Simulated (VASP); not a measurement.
# InSb (rocksalt type) (Fm-3m) in VASP: notebook

The runs below take InSb (rocksalt type) through single point, with PBE.

Everything below comes from runs of VASP 6.6.1. Logs are shortened: lines on timing, memory, paths and dates and some standing lists are left out, and cuts for length are marked.

### 1 The cell of the first run

The structure is cubic, space group Fm-3m (No. 225). The conventional cell has a = 5.893 Å, b = 5.893 Å, c = 5.893 Å, α = 90.00°, β = 90.00°, γ = 90.00°. In (site symmetry m-3m) has 6 Sb at 2.95 Å within 3.9 Å. Sb (site symmetry m-3m) has 6 In at 2.95 Å within 3.9 Å.

### 2 Single point, PBE (25.59 Å³/atom)

Contents of INCAR:

```
ALGO = Normal
EDIFF = 1E-6
ENCUT = 520
GGA = PE
ISIF = 2
ISMEAR = -1
LASPH = T
LCHARG = F
LREAL = F
LWAVE = F
NBANDS = 16
NELM = 100
PREC = Accurate
SIGMA = 0.05
```

Contents of KPOINTS:

```
k-points
0
Gamma
  11 11 11
```

Contents of POSCAR:

```
InSb
1.0
    0.0000000000      2.9467361237      2.9467361237
    2.9467361237      0.0000000000      2.9467361237
    2.9467361237      2.9467361237      0.0000000000
In Sb
1 1
Direct
    0.0000000000      0.0000000000      0.0000000000
    0.5000000000      0.5000000000      0.5000000000
```

Potentials or basis: VASP PAW PBE potentials, release 64 (In_d, Sb).

Launch:

```sh
> cat potpaw_PBE.64/In_d/POTCAR potpaw_PBE.64/Sb/POTCAR > POTCAR
> mpirun -np 1 vasp_std > vasp.out
```

OUTCAR:

```text
EDIFF = 1E-6
   ENCUT = 520
   GGA = PE
   ISIF = 2
   ISMEAR = -1
   LASPH = T
   LREAL = F
   NELM = 100
   PREC = Accurate

 ion  position               nearest neighbor table
   1  0.000  0.000  0.000-   2 2.95   2 2.95   2 2.95   2 2.95   2 2.95   2 2.95
   2  0.500  0.500  0.500-   1 2.95   1 2.95   1 2.95   1 2.95   1 2.95   1 2.95

  LATTYP: Found a face centered cubic cell.
 ALAT       =     5.8934722474

  Lattice vectors:

 A1 = (   0.0000000000,   2.9467361237,   2.9467361237)
 A2 = (   2.9467361237,   0.0000000000,   2.9467361237)
 A3 = (   2.9467361237,   2.9467361237,   0.0000000000)

Analysis of symmetry for initial positions (statically):
=====================================================================
 Subroutine PRICEL returns:
 Original cell was already a primitive cell.

 Routine SETGRP: Setting up the symmetry group for a
 face centered cubic supercell.

 Subroutine GETGRP returns: Found 48 space group operations
 (whereof 48 operations were pure point group operations)
 out of a pool of 48 trial point group operations.

The static configuration has the point symmetry O_h .

Analysis of symmetry for dynamics (positions and initial velocities):
=====================================================================
 Subroutine PRICEL returns:
 Original cell was already a primitive cell.

 Routine SETGRP: Setting up the symmetry group for a
 face centered cubic supercell.

 Subroutine GETGRP returns: Found 48 space group operations
 (whereof 48 operations were pure point group operations)
 out of a pool of 48 trial point group operations.

The dynamic configuration has the point symmetry O_h .

 Subroutine INISYM returns: Found 48 space group operations
 (whereof 48 operations are pure point group operations),
 and found     1 'primitive' translations

----------------------------------------------------------------------------------------

                                     Primitive cell

  volume of cell :      51.1745

  direct lattice vectors                    reciprocal lattice vectors
     0.000000000  2.946736124  2.946736124    -0.169679258  0.169679258  0.169679258
     2.946736124  0.000000000  2.946736124     0.169679258 -0.169679258  0.169679258
     2.946736124  2.946736124  0.000000000     0.169679258  0.169679258 -0.169679258

  length of vectors
     4.167314191  4.167314191  4.167314191     0.293893096  0.293893096  0.293893096

  position of ions in fractional coordinates (direct lattice)
     0.000000000  0.000000000  0.000000000
     0.500000000  0.500000000  0.500000000

  ion indices of the primitive-cell ions
   primitive index   ion index
                 1           1
                 2           2

----------------------------------------------------------------------------------------

 KPOINTS: k-points

Automatic generation of k-mesh.
 Grid dimensions read from file:
 generate k-points for:   11   11   11

 Generating k-lattice:

  Cartesian coordinates                     Fractional coordinates (reciprocal lattice)
    -0.015425387  0.015425387  0.015425387     0.090909091  0.000000000  0.000000000
     0.015425387 -0.015425387  0.015425387     0.000000000  0.090909091  0.000000000
     0.015425387  0.015425387 -0.015425387     0.000000000  0.000000000  0.090909091

  Length of vectors
     0.026717554  0.026717554  0.026717554

  Shift w.r.t. Gamma in fractional coordinates (k-lattice)
     0.000000000  0.000000000  0.000000000

 Subroutine IBZKPT returns following result:
 ===========================================

 Found     56 irreducible k-points:

 Following reciprocal coordinates:
            Coordinates               Weight
  0.000000  0.000000  0.000000      1.000000
  0.090909  0.000000  0.000000      8.000000
  0.181818  0.000000  0.000000      8.000000
  0.272727  0.000000  0.000000      8.000000
  0.363636  0.000000  0.000000      8.000000
  0.454545  0.000000  0.000000      8.000000
[... 16 lines left out ...]
 -0.272727  0.181818  0.000000     24.000000
 -0.181818  0.181818  0.000000     12.000000
 [... further k-points ...]
   k-points           NKPTS =     56   k-points in BZ     NKDIM =     56   number of bands    NBANDS=     16
   number of dos      NEDOS =    301   number of ions     NIONS =      2
   total plane-waves  NPLWV =  32768
   dimension x,y,z NGX =    32 NGY =   32 NGZ =   32
   dimension x,y,z NGXF=    64 NGYF=   64 NGZF=   64
   ions per type =               1   1
   NGX,Y,Z   is equivalent  to a cutoff of  12.77, 12.77, 12.77 a.u.
   NGXF,Y,Z  is equivalent  to a cutoff of  25.53, 25.53, 25.53 a.u.
 SYSTEM =  unknown system
   PREC   = accura    normal or accurate (medium, high low for compatibility)
   ISTART =      0    job   : 0-new  1-cont  2-samecut
   ICHARG =      2    charge: 1-file 2-atom 10-const
   ISPIN  =      1    spin polarized calculation?
   LNONCOLLINEAR =      F non collinear calculations
   LSORBIT =      F    spin-orbit coupling
   LASPH  =      T    aspherical Exc in radial PAW
   ENCUT  =  520.0 eV  38.22 Ry    6.18 a.u.   7.75  7.75  7.75*2*pi/ulx,y,z
   NELM   =    100;   NELMIN=  2; NELMDL= -5     # of ELM steps
   EDIFF  = 0.1E-05   stopping-criterion for ELM
   LREAL  =      F    real-space projection
   EDIFFG = 0.1E-04   stopping-criterion for IOM
   NSW    =      0    number of steps for IOM
   IBRION =     -1    ionic relax: 0-MD 1-quasi-New 2-CG
   NFREE  =      0    steps in history (QN), initial steepest desc. (CG)
   ISIF   =      2    stress and relaxation
   ISYM   =      2    0-nonsym 1-usesym 2-fastsym
   POTIM  = 0.5000    time-step for ionic-motion
   TEBEG  =    0.0;   TEEND  =   0.0 temperature during run
   PSTRESS=    0.0 pullay stress
   NELECT =      18.0000    total number of electrons
   NUPDOWN=      -1.0000    fix difference up-down
   EMIN   =  10.00;   EMAX   =-10.00  energy-range for DOS
   EFERMI =   0.00;   METHOD = LEGACY
   ISMEAR =    -1;   SIGMA  =   0.05  broadening in eV -4-tet -1-fermi 0-gaus
   EFERMI_NEDOS =   21; number of points for ismear=-14 and -15
   IALGO  =     38    algorithm
   IMIX   =      4    mixing-type and parameters
     AMIX     =   0.40;   BMIX     =  1.00
     AMIX_MAG =   1.60;   BMIX_MAG =  1.00
  volume/ion in A,a.u.               =      25.59       172.67
  Fermi-wavevector in a.u.,A,eV,Ry     =   1.155618  2.183802 18.169951  1.335454
  Thomas-Fermi vector in A             =   2.292245
   LORBIT       =      0    0 simple, 1 ext, 2 COOP (PROOUT), +10 PAW based schemes
   GGA     = PE    functional components
   LHFCALC =     F    Hartree Fock is set to
   AEXX    =    0.0000 exact exchange contribution
   IVDW    =     0    specifies the selected vdW correction
   LEPSILON=     F    determine dielectric tensor
   LRPA    =     F    only Hartree local field effects (RPA)
 non-spin polarized calculation
  energy-cutoff  :      520.00
  volume of cell :       51.17
 maximum number of plane-waves:      1411
   NGX = 15   NGY = 15   NGZ = 15

 number of electron      18.0000008 magnetization

 Free energy of the ion-electron system (eV)
  ---------------------------------------------------
  ext. energy  EPLUGINS =         0.00000000
  ---------------------------------------------------
  free energy    TOTEN  =        -6.50749698 eV

  energy without entropy =       -6.49554420  energy(sigma->0) =       -6.50152059

 E-fermi :   8.1280     XC(G=0): -10.2839

 val. band max:        8.1187470402   @ k =   0.1818   0.0000   0.0000
 cond. band min:       8.1404615392   @ k =   0.3636   0.1818   0.0909
 fundamental gap:      0.0217144990
 Fermi energy:         8.1279649346

 k-point     1 :       0.0000    0.0000    0.0000
  band No.  band energies     occupation
      1      -6.4733      2.00000
      2      -6.4733      2.00000
      3      -6.4357      2.00000
      4      -6.4357      2.00000
      5      -6.4357      2.00000
      6      -3.6488      2.00000
[... 8 lines left out ...]
     15      14.6039      0.00000
     16      14.6039      0.00000

 k-point     2 :       0.0909    0.0000    0.0000
  band No.  band energies     occupation
      1      -6.4768      2.00000
      2      -6.4768      2.00000
      3      -6.4359      2.00000
      4      -6.4330      2.00000
      5      -6.4329      2.00000
      6      -3.5478      2.00000
[... 8 lines left out ...]
     15      14.6492      0.00000
     16      14.6492      0.00000

 k-point     3 :       0.1818    0.0000    0.0000
  band No.  band energies     occupation
      1      -6.4874      2.00000
      2      -6.4874      2.00000
      3      -6.4369      2.00000
      4      -6.4246      2.00000
      5      -6.4246      2.00000
      6      -3.2477      2.00000
[... 8 lines left out ...]
     15      15.2000      0.00000
     16      15.2000      0.00000

 k-point     4 :       0.2727    0.0000    0.0000
  band No.  band energies     occupation
      1      -6.5021      2.00000
      2      -6.5021      2.00000
      3      -6.4389      2.00000
      4      -6.4125      2.00000
      5      -6.4125      2.00000
      6      -2.7631      2.00000
[... 8 lines left out ...]
     15      16.0839      0.00000
     16      16.0839      0.00000

 k-point     5 :       0.3636    0.0000    0.0000
  band No.  band energies     occupation
      1      -6.5161      2.00000
      2      -6.5161      2.00000
      3      -6.4414      2.00000
      4      -6.4011      2.00000
      5      -6.4011      2.00000
      6      -2.1425      2.00000
[... 8 lines left out ...]
     15      17.2390      0.00000
     16      17.2390      0.00000

 k-point     6 :       0.4545    0.0000    0.0000
  band No.  band energies     occupation
      1      -6.5244      2.00000
      2      -6.5244      2.00000
      3      -6.4431      2.00000
      4      -6.3941      2.00000
      5      -6.3941      2.00000
      6      -1.5713      2.00000
[... 8 lines left out ...]
     15      18.5540      0.00000
     16      18.5540      0.00000

 k-point     7 :       0.0909    0.0909    0.0000
  band No.  band energies     occupation
      1      -6.4851      2.00000
      2      -6.4711      2.00000
      3      -6.4381      2.00000
      4      -6.4311      2.00000
      5      -6.4311      2.00000
      6      -3.5130      2.00000
[... 8 lines left out ...]
     15      15.2786      0.00000
     16      15.2786      0.00000

 k-point     8 :       0.1818    0.0909    0.0000
  band No.  band energies     occupation
      1      -6.4996      2.00000
      2      -6.4738      2.00000
      3      -6.4395      2.00000
      4      -6.4254      2.00000
      5      -6.4235      2.00000
      6      -3.2762      2.00000
[... 8 lines left out ...]
     15      15.6012      0.00000
     16      15.7725      0.00000

 k-point     9 :       0.2727    0.0909    0.0000
  band No.  band energies     occupation
      1      -6.5163      2.00000
      2      -6.4851      2.00000
      3      -6.4397      2.00000
      4      -6.4176      2.00000
      5      -6.4113      2.00000
      6      -2.8481      2.00000
[... 8 lines left out ...]
     15      16.3112      0.00000
     16      16.5973      0.00000
[... 172 lines left out ...]
 k-point    19 :       0.3636    0.1818    0.0000
  band No.  band energies     occupation
      1      -6.5643      2.00000
      2      -6.4790      2.00000
      3      -6.4449      2.00000
      4      -6.4054      2.00000
      5      -6.3958      2.00000
      6      -2.1860      2.00000
[... 8 lines left out ...]
     15      18.2374      0.00000
     16      18.3515      0.00000

 k-point    20 :       0.4545    0.1818    0.0000
  band No.  band energies     occupation
      1      -6.5713      2.00000
      2      -6.4940      2.00000
      3      -6.4399      2.00000
      4      -6.4032      2.00000
      5      -6.3885      2.00000
      6      -1.5592      2.00000
[... 8 lines left out ...]
     15      19.3933      0.00000
     16      19.5340      0.00000

 k-point    21 :      -0.4545    0.1818    0.0000
  band No.  band energies     occupation
      1      -6.5659      2.00000
      2      -6.5075      2.00000
      3      -6.4341      2.00000
      4      -6.4036      2.00000
      5      -6.3884      2.00000
      6      -1.1353      2.00000
[... 8 lines left out ...]
     15      18.3207      0.00000
     16      18.3496      0.00000

 k-point    22 :      -0.3636    0.1818    0.0000
  band No.  band energies     occupation
      1      -6.5496      2.00000
      2      -6.5158      2.00000
      3      -6.4306      2.00000
      4      -6.4054      2.00000
      5      -6.3949      2.00000
      6      -1.3855      2.00000
[... 8 lines left out ...]
     15      16.9482      0.00000
     16      17.8569      0.00000

 k-point    23 :      -0.2727    0.1818    0.0000
  band No.  band energies     occupation
      1      -6.5270      2.00000
      2      -6.5170      2.00000
      3      -6.4313      2.00000
      4      -6.4072      2.00000
      5      -6.4052      2.00000
      6      -2.0033      2.00000
[... 8 lines left out ...]
     15      16.2243      0.00000
     16      19.4780      0.00000

 k-point    24 :      -0.1818    0.1818    0.0000
  band No.  band energies     occupation
      1      -6.5113      2.00000
      2      -6.5047      2.00000
      3      -6.4348      2.00000
      4      -6.4153      2.00000
      5      -6.4103      2.00000
      6      -2.5865      2.00000
[... 8 lines left out ...]
     15      16.0355      0.00000
     16      18.4859      0.00000

 [... further k-points ...]

------------------------ aborting loop because EDIFF is reached ----------------------------------------

  FORCE on cell =-STRESS in cart. coord.  units (eV):
  Direction    XX          YY          ZZ          XY          YZ          ZX
  --------------------------------------------------------------------------------------
  -------------------------------------------------------------------------------------
  Total        2.6337707      2.6337707      2.6337707      0.0000000      0.0000000     -0.0000000
  in kB       82.4583808     82.4583808     82.4583808      0.0000000      0.0000000     -0.0000000
  external PRESSURE =      82.4583808 kB  Pullay stress =       0.0000000 kB

 VOLUME and BASIS-vectors are now :
 -----------------------------------------------------------------------------
  energy-cutoff  :      520.00
  volume of cell :       51.17
      direct lattice vectors                 reciprocal lattice vectors
     0.000000000  2.946736124  2.946736124    -0.169679258  0.169679258  0.169679258
     2.946736124  0.000000000  2.946736124     0.169679258 -0.169679258  0.169679258
     2.946736124  2.946736124  0.000000000     0.169679258  0.169679258 -0.169679258

 POSITION                                       TOTAL-FORCE (eV/Angst)
 -----------------------------------------------------------------------------------
      0.00000      0.00000      0.00000         0.000000     -0.000000      0.000000
      2.94674      2.94674      2.94674         0.000000      0.000000     -0.000000
 -----------------------------------------------------------------------------------
    total drift:                                0.000000     -0.000000     -0.000000

  FREE ENERGIE OF THE ION-ELECTRON SYSTEM (eV)
  ---------------------------------------------------
  free  energy   TOTEN  =        -6.5074969826 eV

  energy  without entropy=       -6.4955441977  energy(sigma->0) =       -6.50152059
```

Wall time 51 s (1 thread of Intel Xeon 8259CL, shared host); peak memory 0.2 GiB.

What came out:

* Free energy: -6.5075 eV
* Pressure: 8.2 GPa
* Band gap on the k mesh: zero (bands 9 and 10 overlap by 3.15 eV)

Levels at points of the mesh, in eV from the Fermi level:
```
           k point  band 7  band 8  band 9  band 10  band 11  band 12
(0.00, 0.00, 0.00)   -0.07   -0.07   -0.07     0.48     6.25     6.25
```

Caveat: the cell stands under pressure; spin-orbit coupling is left out, which moves the levels of the heavy elements.

(Part 1 of 2 ends here.)
